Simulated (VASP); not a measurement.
Here is a VASP 6.6.1 calculation.

The input INCAR:

```
SYSTEM = ZrS
PREC = Accurate ; ENCUT = 520
EDIFF = 1E-6 ; ISMEAR = -1
SIGMA = 0.15 ; LREAL = .FALSE.
LASPH = .TRUE. ; NELM = 60
ALGO = Normal ; ISIF = 2
LWAVE = .FALSE. ; LCHARG = .FALSE.
GGA = CA ; NBANDS = 16
```

Contents of KPOINTS:

```
Automatic mesh
0
G
  14 14 14
  0 0 0
```

POSCAR

```
ZrS
1.0
    0.0000000000      2.5682303315      2.5682303315
    2.5682303315      0.0000000000      2.5682303315
    2.5682303315      2.5682303315      0.0000000000
Zr S
1 1
Direct
    0.0000000000      0.0000000000      0.0000000000
    0.5000000000      0.5000000000      0.5000000000
```

Potentials or basis: VASP PAW LDA potentials, release 64 (Zr_sv, S).

The run is started by

```console
$ cat potpaw_LDA.64/Zr_sv/POTCAR potpaw_LDA.64/S/POTCAR > POTCAR
$ mpirun -np 1 vasp_std > vasp.out
```

Q: Predict the pressure.

A: 0.3 GPa.

Q: Estimate the band gap on the k mesh.

A: Zero (band 9 reaches 12.97 eV, above the bottom of band 10 at 9.85 eV).
